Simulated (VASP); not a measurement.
A run of VASP 6.6.1 is set up as follows.

INCAR

```
SYSTEM = TlH3
ALGO = Normal ; EDIFF = 1E-6
ENCUT = 520 ; GGA = PE
GGA_COMPAT = .FALSE. ; ISIF = 2
ISMEAR = 0 ; LASPH = .TRUE.
LCHARG = .FALSE. ; LORBIT = 11
LORBMOM = .TRUE. ; LREAL = .FALSE.
LSORBIT = .TRUE. ; LWAVE = .FALSE.
MAGMOM = 0 0 0 0 0 0 0 0 0 0 0 0 0 0 0 0 0 0 0 0 0 0 0 0 ; NBANDS = 50
NELM = 150 ; PREC = Accurate
SIGMA = 0.01
```

File KPOINTS:

```
k-points
0
G
  1 1 1
  0 0 0
```

File POSCAR:

```
TlH3
1.0
   11.5900000000      0.0000000000      0.0000000000
    0.0000000000     12.2700000000      0.0000000000
    0.0000000000      0.0000000000     13.1800000000
Tl H
2 6
Direct
    0.4998990500      0.5001915200      0.6198308000
    0.4998990500      0.5001915200      0.3800690400
    0.6115314900      0.5001915200      0.4999499200
    0.3882657500      0.5001915200      0.4999499200
    0.4998990500      0.6336348800      0.6584742000
    0.4998990500      0.3667481700      0.6584742000
    0.4998990500      0.6336348800      0.3414264000
    0.4998990500      0.3667481700      0.3414264000
```

Potentials or basis: VASP PAW PBE potentials, release 64 (Tl_d, H).

The run is started by

```bash
$ cat potpaw_PBE.64/Tl_d/POTCAR potpaw_PBE.64/H/POTCAR > POTCAR
$ mpirun -np 1 vasp_ncl > vasp.out
```

Task: What does it give for the largest force?

Result: 0.151 eV/Å.

Task: Predict the net moment.

Result: 0.00 μB per cell.

Forces on the atoms (eV/Å):
```
Tl   0.000  0.000 -0.063
Tl   0.000  0.000  0.063
H   -0.096  0.000  0.000
H    0.096  0.000  0.000
H    0.000 -0.128 -0.080
H    0.000  0.128 -0.080
H    0.000 -0.128  0.080
H    0.000  0.128  0.080
```
